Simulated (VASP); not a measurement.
# PbO (P4/nmm) in VASP: notebook

PbO is run at these levels: SVWN5, BLYP; tasks: single point.

All numbers are computed with VASP 6.6.1; they aren't measurements. Logs are shortened: lines on timing, memory, paths and dates and some standing lists are left out, and cuts for length are marked.

## 1. The cell of the first run

Symmetry: P4/nmm, No. 129, tetragonal system. Conventional cell: a = 3.909 Å, b = 3.909 Å, c = 4.908 Å, α = 90.00°, β = 90.00°, γ = 90.00°. Pb (site symmetry 4mm) has 4 O at 2.28 Å within 3.0 Å. O (site symmetry -4m2) has 4 Pb at 2.28 Å and 4 O at 2.76 Å within 3.0 Å.

## 2. Single point, SVWN5

File INCAR:

```
SYSTEM = PbO
PREC = Accurate
ENCUT = 600
EDIFF = 1E-6
ISMEAR = -1
SIGMA = 0.05
LREAL = .False.
LASPH = .True.
NELM = 120
ALGO = Normal
ISIF = 2
LWAVE = .False.
LCHARG = .False.
GGA = VW
NBANDS = 28
GGA_COMPAT = .False.
```

File KPOINTS:

```
Automatic mesh
0
Gamma
  7 7 6
  0 0 0
```

File POSCAR:

```
PbO
1.0
    3.9085485738      0.0000000000      0.0000000000
    0.0000000000      3.9085485738      0.0000000000
    0.0000000000      0.0000000000      4.9077264047
Pb O
2 2
Direct
    0.5000000000      0.0000000000      0.7600000000
    0.0000000000      0.5000000000      0.2400000000
    0.5000000000      0.5000000000      0.0000000000
    0.0000000000      0.0000000000      0.0000000000
```

Potentials or basis: VASP PAW PBE potentials, release 64 (Pb_d, O).

Run with:

```sh
$ cat potpaw_PBE.64/Pb_d/POTCAR potpaw_PBE.64/O/POTCAR > POTCAR
$ mpirun -np 1 vasp_std > vasp.out
```

OUTCAR:

```text
SYSTEM = PbO
   PREC = Accurate
   ENCUT = 600
   EDIFF = 1E-6
   ISMEAR = -1
   LREAL = .False.
   LASPH = .True.
   NELM = 120
   ISIF = 2
   GGA = VW

 ion  position               nearest neighbor table
   1  0.500  0.000  0.760-   3 2.28   4 2.28   3 2.28   4 2.28   2 3.63   2 3.63   2 3.63   2 3.63
                             2 3.76   2 3.76   2 3.76   2 3.76
   2  0.000  0.500  0.240-   3 2.28   4 2.28   4 2.28   3 2.28   1 3.63   1 3.63   1 3.63   1 3.63
                             1 3.76   1 3.76   1 3.76   1 3.76
   3  0.500  0.500  0.000-   1 2.28   2 2.28   1 2.28   2 2.28
   4  0.000  0.000  0.000-   1 2.28   2 2.28   2 2.28   1 2.28

  LATTYP: Found a simple tetragonal cell.
 ALAT       =     3.9085485738
 C/A-ratio  =     1.2556390977

  Lattice vectors:

 A1 = (   3.9085485738,   0.0000000000,   0.0000000000)
 A2 = (   0.0000000000,   3.9085485738,   0.0000000000)
 A3 = (   0.0000000000,   0.0000000000,   4.9077264047)

Analysis of symmetry for initial positions (statically):
=====================================================================
 Subroutine PRICEL returns:
 Original cell was already a primitive cell.

 Routine SETGRP: Setting up the symmetry group for a
 simple tetragonal supercell.

 Subroutine GETGRP returns: Found 16 space group operations
 (whereof  8 operations were pure point group operations)
 out of a pool of 16 trial point group operations.

The static configuration has the point symmetry D_2d.
 The point group associated with its full space group is D_4h.

Analysis of symmetry for dynamics (positions and initial velocities):
=====================================================================
 Subroutine PRICEL returns:
 Original cell was already a primitive cell.

 Routine SETGRP: Setting up the symmetry group for a
 simple tetragonal supercell.

 Subroutine GETGRP returns: Found 16 space group operations
 (whereof  8 operations were pure point group operations)
 out of a pool of 16 trial point group operations.

The dynamic configuration has the point symmetry D_2d.
 The point group associated with its full space group is D_4h.

 Subroutine INISYM returns: Found 16 space group operations
 (whereof  8 operations are pure point group operations),
 and found     1 'primitive' translations

----------------------------------------------------------------------------------------

                                     Primitive cell

  volume of cell :      74.9741

  direct lattice vectors                    reciprocal lattice vectors
     3.908548574  0.000000000  0.000000000     0.255849449  0.000000000  0.000000000
     0.000000000  3.908548574  0.000000000     0.000000000  0.255849449  0.000000000
     0.000000000  0.000000000  4.907726405     0.000000000  0.000000000  0.203760340

  length of vectors
     3.908548574  3.908548574  4.907726405     0.255849449  0.255849449  0.203760340

  position of ions in fractional coordinates (direct lattice)
     0.500000000  0.000000000  0.760000000
     0.000000000  0.500000000  0.240000000
     0.500000000  0.500000000  0.000000000
     0.000000000  0.000000000  0.000000000

  ion indices of the primitive-cell ions
   primitive index   ion index
                 1           1
                 2           2
                 3           3
                 4           4

----------------------------------------------------------------------------------------

 KPOINTS: Automatic mesh

Automatic generation of k-mesh.
 Grid dimensions read from file:
 generate k-points for:    7    7    6

 Generating k-lattice:

  Cartesian coordinates                     Fractional coordinates (reciprocal lattice)
     0.036549921  0.000000000  0.000000000     0.142857143  0.000000000  0.000000000
     0.000000000  0.036549921  0.000000000     0.000000000  0.142857143  0.000000000
     0.000000000  0.000000000  0.033960057     0.000000000  0.000000000  0.166666667

  Length of vectors
     0.036549921  0.036549921  0.033960057

  Shift w.r.t. Gamma in fractional coordinates (k-lattice)
     0.000000000  0.000000000  0.000000000

 Subroutine IBZKPT returns following result:
 ===========================================

 Found     40 irreducible k-points:

 Following reciprocal coordinates:
            Coordinates               Weight
  0.000000  0.000000  0.000000      1.000000
  0.142857  0.000000  0.000000      4.000000
  0.285714  0.000000  0.000000      4.000000
  0.428571  0.000000  0.000000      4.000000
  0.142857  0.142857  0.000000      4.000000
  0.285714  0.142857  0.000000      8.000000
[... 16 lines left out ...]
  0.285714  0.000000  0.333333      8.000000
  0.428571  0.000000  0.333333      8.000000
 [... further k-points ...]
   k-points           NKPTS =     40   k-points in BZ     NKDIM =     40   number of bands    NBANDS=     28
   number of dos      NEDOS =    301   number of ions     NIONS =      4
   total plane-waves  NPLWV =  40960
   dimension x,y,z NGX =    32 NGY =   32 NGZ =   40
   dimension x,y,z NGXF=    64 NGYF=   64 NGZF=   80
   ions per type =               2   2
   NGX,Y,Z   is equivalent  to a cutoff of  13.61, 13.61, 13.55 a.u.
   NGXF,Y,Z  is equivalent  to a cutoff of  27.22, 27.22, 27.10 a.u.
 SYSTEM =  PbO
   PREC   = accura    normal or accurate (medium, high low for compatibility)
   ISTART =      0    job   : 0-new  1-cont  2-samecut
   ICHARG =      2    charge: 1-file 2-atom 10-const
   ISPIN  =      1    spin polarized calculation?
   LNONCOLLINEAR =      F non collinear calculations
   LSORBIT =      F    spin-orbit coupling
   LASPH  =      T    aspherical Exc in radial PAW
   ENCUT  =  600.0 eV  44.10 Ry    6.64 a.u.   7.81  7.81  9.80*2*pi/ulx,y,z
   NELM   =    120;   NELMIN=  2; NELMDL= -5     # of ELM steps
   EDIFF  = 0.1E-05   stopping-criterion for ELM
   LREAL  =      F    real-space projection
   EDIFFG = 0.1E-04   stopping-criterion for IOM
   NSW    =      0    number of steps for IOM
   IBRION =     -1    ionic relax: 0-MD 1-quasi-New 2-CG
   NFREE  =      0    steps in history (QN), initial steepest desc. (CG)
   ISIF   =      2    stress and relaxation
   ISYM   =      2    0-nonsym 1-usesym 2-fastsym
   POTIM  = 0.5000    time-step for ionic-motion
   TEBEG  =    0.0;   TEEND  =   0.0 temperature during run
   PSTRESS=    0.0 pullay stress
   NELECT =      40.0000    total number of electrons
   NUPDOWN=      -1.0000    fix difference up-down
   EMIN   =  10.00;   EMAX   =-10.00  energy-range for DOS
   EFERMI =   0.00;   METHOD = LEGACY
   ISMEAR =    -1;   SIGMA  =   0.05  broadening in eV -4-tet -1-fermi 0-gaus
   EFERMI_NEDOS =   21; number of points for ismear=-14 and -15
   IALGO  =     38    algorithm
   IMIX   =      4    mixing-type and parameters
     AMIX     =   0.40;   BMIX     =  1.00
     AMIX_MAG =   1.60;   BMIX_MAG =  1.00
  volume/ion in A,a.u.               =      18.74       126.49
  Fermi-wavevector in a.u.,A,eV,Ry     =   1.327775  2.509130 23.986874  1.762986
  Thomas-Fermi vector in A             =   2.457062
   LORBIT       =      0    0 simple, 1 ext, 2 COOP (PROOUT), +10 PAW based schemes
   GGA     = VW    functional components
   LHFCALC =     F    Hartree Fock is set to
   AEXX    =    0.0000 exact exchange contribution
   IVDW    =     0    specifies the selected vdW correction
   LEPSILON=     F    determine dielectric tensor
   LRPA    =     F    only Hartree local field effects (RPA)
 non-spin polarized calculation
  energy-cutoff  :      600.00
  volume of cell :       74.97
 maximum number of plane-waves:      2523
 NGX is ok and might be reduce to    32
   NGX = 15   NGY = 15   NGZ = 19

 number of electron      39.9999977 magnetization

 Free energy of the ion-electron system (eV)
  ---------------------------------------------------
  ext. energy  EPLUGINS =         0.00000000
  ---------------------------------------------------
  free energy    TOTEN  =       -24.38660676 eV

  energy without entropy =      -24.38660663  energy(sigma->0) =      -24.38660670

 E-fermi :   6.0862     XC(G=0): -10.5907

 val. band max:        5.4252129009   @ k =   0.1429   0.0000   0.0000
 cond. band min:       6.7225160143   @ k =   0.4286   0.4286   0.0000
 fundamental gap:      1.2973031134
 Fermi energy:         6.0861824291

 k-point     1 :       0.0000    0.0000    0.0000
  band No.  band energies     occupation
      1     -13.2175      2.00000
      2     -12.5354      2.00000
      3     -10.5907      2.00000
      4     -10.5907      2.00000
      5     -10.5058      2.00000
      6     -10.4996      2.00000
[... 20 lines left out ...]
     27      12.9091      0.00000
     28      13.4189      0.00000

 k-point     2 :       0.1429    0.0000    0.0000
  band No.  band energies     occupation
      1     -13.1630      2.00000
      2     -12.5534      2.00000
      3     -10.5780      2.00000
      4     -10.5771      2.00000
      5     -10.4862      2.00000
      6     -10.4849      2.00000
[... 20 lines left out ...]
     27      13.1693      0.00000
     28      14.7777      0.00000

 k-point     3 :       0.2857    0.0000    0.0000
  band No.  band energies     occupation
      1     -13.0259      2.00000
      2     -12.6129      2.00000
      3     -10.5432      2.00000
      4     -10.5399      2.00000
      5     -10.4530      2.00000
      6     -10.4310      2.00000
[... 20 lines left out ...]
     27      13.5222      0.00000
     28      16.8167      0.00000

 k-point     4 :       0.4286    0.0000    0.0000
  band No.  band energies     occupation
      1     -12.8628      2.00000
      2     -12.7183      2.00000
      3     -10.4959      2.00000
      4     -10.4933      2.00000
      5     -10.4562      2.00000
      6     -10.4490      2.00000
[... 20 lines left out ...]
     27      14.1105      0.00000
     28      15.2043      0.00000

 k-point     5 :       0.1429    0.1429    0.0000
  band No.  band energies     occupation
      1     -13.1134      2.00000
      2     -12.5692      2.00000
      3     -10.5839      2.00000
      4     -10.5423      2.00000
      5     -10.4737      2.00000
      6     -10.4689      2.00000
[... 20 lines left out ...]
     27      14.2743      0.00000
     28      15.2222      0.00000

 k-point     6 :       0.2857    0.1429    0.0000
  band No.  band energies     occupation
      1     -12.9897      2.00000
      2     -12.6222      2.00000
      3     -10.5541      2.00000
      4     -10.4969      2.00000
      5     -10.4478      2.00000
      6     -10.4191      2.00000
[... 463 lines left out ...]
      5     -10.5339      2.00000
      6     -10.4573      2.00000
[... 20 lines left out ...]
     27      13.9852      0.00000
     28      13.9852      0.00000

 k-point    22 :       0.1429    0.0000    0.3333
  band No.  band energies     occupation
      1     -13.1433      2.00000
      2     -12.5411      2.00000
      3     -10.5458      2.00000
      4     -10.5357      2.00000
      5     -10.5098      2.00000
      6     -10.4431      2.00000
[... 20 lines left out ...]
     27      14.0732      0.00000
     28      14.9165      0.00000

 k-point    23 :       0.2857    0.0000    0.3333
  band No.  band energies     occupation
      1     -13.0217      2.00000
      2     -12.6113      2.00000
      3     -10.5486      2.00000
      4     -10.5034      2.00000
      5     -10.4648      2.00000
      6     -10.4622      2.00000
[... 20 lines left out ...]
     27      14.3517      0.00000
     28      16.3578      0.00000

 k-point    24 :       0.4286    0.0000    0.3333
  band No.  band energies     occupation
      1     -12.8710      2.00000
      2     -12.7266      2.00000
      3     -10.5397      2.00000
      4     -10.5106      2.00000
      5     -10.4723      2.00000
      6     -10.4522      2.00000
[... 20 lines left out ...]
     27      14.7655      0.00000
     28      15.5092      0.00000

 [... further k-points ...]

------------------------ aborting loop because EDIFF is reached ----------------------------------------

  FORCE on cell =-STRESS in cart. coord.  units (eV):
  Direction    XX          YY          ZZ          XY          YZ          ZX
  --------------------------------------------------------------------------------------
  -------------------------------------------------------------------------------------
  Total        1.0140186      1.0140186      0.6522917      0.0000000      0.0000000      0.0000000
  in kB       21.6693116     21.6693116     13.9393041      0.0000000      0.0000000      0.0000000
  external PRESSURE =      19.0926424 kB  Pullay stress =       0.0000000 kB

 VOLUME and BASIS-vectors are now :
 -----------------------------------------------------------------------------
  energy-cutoff  :      600.00
  volume of cell :       74.97
      direct lattice vectors                 reciprocal lattice vectors
     3.908548574  0.000000000  0.000000000     0.255849449  0.000000000  0.000000000
     0.000000000  3.908548574  0.000000000     0.000000000  0.255849449  0.000000000
     0.000000000  0.000000000  4.907726405     0.000000000  0.000000000  0.203760340

 POSITION                                       TOTAL-FORCE (eV/Angst)
 -----------------------------------------------------------------------------------
      1.95427      0.00000      3.72987         0.000000     -0.000000     -0.282289
      0.00000      1.95427      1.17785         0.000000     -0.000000      0.282289
      1.95427      1.95427      0.00000         0.000000     -0.000000      0.000000
      0.00000      0.00000      0.00000         0.000000      0.000000      0.000000
 -----------------------------------------------------------------------------------
    total drift:                                0.000000     -0.000000     -0.000000

  FREE ENERGIE OF THE ION-ELECTRON SYSTEM (eV)
  ---------------------------------------------------
  free  energy   TOTEN  =       -24.3866067598 eV

  energy  without entropy=      -24.3866066331  energy(sigma->0) =      -24.38660670
```

It took 1.9 min on 1 thread of Intel Xeon 8259CL, shared host; peak memory 0.22 GiB.

Results:

```
Free energy            : -24.3866 eV
Pressure               : 1.9 GPa
Largest force          : 0.282 eV/Å
Band gap on the k mesh : 1.30 eV (least direct gap 2.36 eV)
```

Forces in eV/Å, atoms in the order of the input:
```
Pb   0.000  0.000 -0.282
Pb   0.000  0.000  0.282
O    0.000  0.000  0.000
O    0.000  0.000  0.000
```

Caveat: the PAW data sets were made with another functional, which shifts forces and pressure a little; spin-orbit coupling is left out, which moves the levels of the heavy elements; an odd mesh through Γ misses points on the zone boundary, where band edges can lie.

## 3. Single point, BLYP

This run uses another cell than the first one, of 19.14 Å³/atom.

File INCAR:

```
AGGAC = 1.0 ; AGGAX = 1.0
ALDAC = 0.0 ; ALDAX = 1.0
ALGO = Normal ; EDIFF = 1E-6
ENCUT = 600 ; GGA = B5
GGA_COMPAT = False ; ISIF = 2
ISMEAR = -1 ; LASPH = True
LCHARG = False ; LREAL = False
LWAVE = False ; NBANDS = 28
NELM = 120 ; PREC = Accurate
SIGMA = 0.05
```

File KPOINTS:

```
k-points
0
Gamma
  7 7 6
```

File POSCAR:

```
PbO
1.0
    3.9360744706      0.0000000000      0.0000000000
    0.0000000000      3.9360744706      0.0000000000
    0.0000000000      0.0000000000      4.9422889970
Pb O
2 2
Direct
    0.5000000000      0.0000000000      0.7600000000
    0.0000000000      0.5000000000      0.2400000000
    0.5000000000      0.5000000000      0.0000000000
    0.0000000000      0.0000000000      0.0000000000
```

Potentials or basis: VASP PAW PBE potentials, release 64 (Pb_d, O).

Run with:

```sh
$ cat potpaw_PBE.64/Pb_d/POTCAR potpaw_PBE.64/O/POTCAR > POTCAR
$ mpirun -np 1 vasp_std > vasp.out
```

Wall time 2.3 min (1 thread of Intel Xeon 8259CL, shared host); peak memory 0.24 GiB.

Results (log left out):

```
Free energy            : -19.7179 eV
Pressure               : 11.3 GPa
Largest force          : 0.909 eV/Å
Band gap on the k mesh : 1.46 eV (least direct gap 2.54 eV)
```

Forces on the atoms (eV/Å):
```
Pb   0.000  0.000 -0.909
Pb   0.000  0.000  0.909
O    0.000  0.000  0.000
O    0.000  0.000  0.000
```

Stress tensor (GPa, compression positive):
```
12.18  0.00  0.00
 0.00 12.18  0.00
 0.00  0.00  9.54
```

Levels at points of the mesh, in eV from the valence-band top:
```tsv
k point	band 17	band 18	band 19	band 20	band 21	band 22	band 23	band 24
(0.00, 0.00, 0.00)	-1.82	-1.77	-1.77	0.00	2.59	5.62	5.62	5.69
(0.00, 0.00, 0.50)	-1.86	-1.80	-1.80	-1.08	2.14	3.95	3.95	4.38
```

Caveat: the cell stands under pressure; the PAW data sets were made with another functional, which shifts forces and pressure a little; spin-orbit coupling is left out, which moves the levels of the heavy elements; an odd mesh through Γ misses points on the zone boundary, where band edges can lie.
